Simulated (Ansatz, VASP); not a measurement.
## PbSe in VASP and in Ansatz

```
Pb Se
1.0
     0.00000    6.53866    3.07367
     3.07367    0.00000    3.07367
     3.07367    6.53866    0.00000
Pb Se
2 2
Direct
  0.13240 0.85060 0.14940
  0.85060 0.13240 0.86760
  0.63734 0.34566 0.65434
  0.34566 0.63734 0.36266
```

Alike in both runs: task single point; functional r2SCAN; k mesh 6 × 6 × 6; no spin polarisation.

```csv
,VASP,Ansatz
version,VASP 6.6.1,Ansatz 0.2.0
potentials or method,"VASP PAW PBE potentials, release 64 (Pb_d, Se)","plane waves, PAW"
plane-wave cutoff (eV),520,500
occupations,"gaussian, width 0.01 eV",fixed
valence electrons in the cell,40,60
```

Ansatz gave:

```
gap on the k mesh at the Fermi level (eV) : 0.83
pressure (GPa)                            : 0.9
rms of the force components (eV/Å)        : 0.009
```

Question: Estimate VASP's values.

Answer: gap on the k mesh at the Fermi level (eV): 0.82; pressure (GPa): 0.9; rms of the force components (eV/Å): 0.002.

VASP's potentials were made for PBE, not for r2SCAN. Atom by atom the forces differ by 0.007 eV/Å (rms over components). VASP's potentials hold 40 valence electrons a cell and Ansatz's 60, so a difference there can come from the potentials and not from the codes.

Neither program's run includes spin-orbit coupling.
